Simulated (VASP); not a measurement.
The system is BN.

```
N B
1.0
     2.49121    0.00000    0.00000
    -1.23834    2.16163    0.00000
    -0.62643   -1.08081    3.00225
N B
1 1
Direct
  0.66851 0.33238 0.98500
  0.97964 0.98350 0.00181
```

This cell differs from its parent crystal: volume scaled by 0.98.

Base run:

| Quantity | Value |
| --- | --- |
| Program | VASP 6.6.1 |
| Functional | PBE |
| Potentials or basis | VASP PAW PBE potentials, release 64 (N, B) |
| Cutoff | 520 eV |
| k mesh | 13 × 13 × 9 |
| Occupations | fermi-dirac, width 0.05 eV |
| Spin | no spin polarisation |

Its results: band gap on the k mesh 2.83 eV, indirect (least direct gap 4.58 eV); pressure 10.8 GPa; largest force 2.848 eV/Å.

Problem. The run is repeated on the same cell with these changes: functional from PBE to PBEsol. What comes out?

Solution. Band gap on the k mesh 2.69 eV, indirect (least direct gap 4.51 eV); pressure 7.6 GPa; largest force 2.865 eV/Å.

PBEsol binds more tightly than PBE, so the same cell stands under less pressure.

Caveats: forces of over 1 eV/Å act on the atoms, so gaps and moduli don't describe the material at rest (some runs); the PAW data sets were made with another functional, which shifts forces and pressure a little (some runs).

A k mesh can miss the band edges.
